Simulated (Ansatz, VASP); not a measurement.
# Two plane-wave programs on Fe

```
CELL_PARAMETERS angstrom
-1.39294 1.39294 1.39294
1.39294 -1.39294 1.39294
1.39294 1.39294 -1.39294
ATOMIC_POSITIONS crystal
Fe 0.00000 0.00000 0.00000
```

Alike in both runs: task single point; functional LDA; k mesh 22 × 22 × 22; occupations gaussian, width 0.05 eV; collinear spin.

|  | VASP | Ansatz |
| --- | --- | --- |
| version | VASP 6.6.1 | Ansatz 0.2.0 |
| potentials or method | VASP PAW LDA potentials, release 64 (Fe), cutoff 520 eV | scalar-relativistic, plane waves, PAW |
| valence electrons in the cell | 8 | 16 |

VASP gave:

```
gap on the k mesh at the Fermi level (eV)                     : none
pressure (GPa)                                                : -9.4
net moment per atom (μB)                                      : 2.04
size of the moment on the site where the two differ most (μB) : 2.01
```

Task: Estimate Ansatz's values.

Result: gap on the k mesh at the Fermi level (eV): none; pressure (GPa): -7.8; net moment per atom (μB): 2.11; size of the moment on the site where the two differ most (μB): 2.11.

LDA's correlation is that of Perdew and Zunger in VASP and of Perdew and Wang (1992) in Ansatz. Site moments also hang on the region over which each program counts them. A gap of «none» marks a metal or a gap that the smearing closes. VASP's potentials hold 8 valence electrons a cell and Ansatz's 16, so a difference there can come from the potentials and not from the codes.
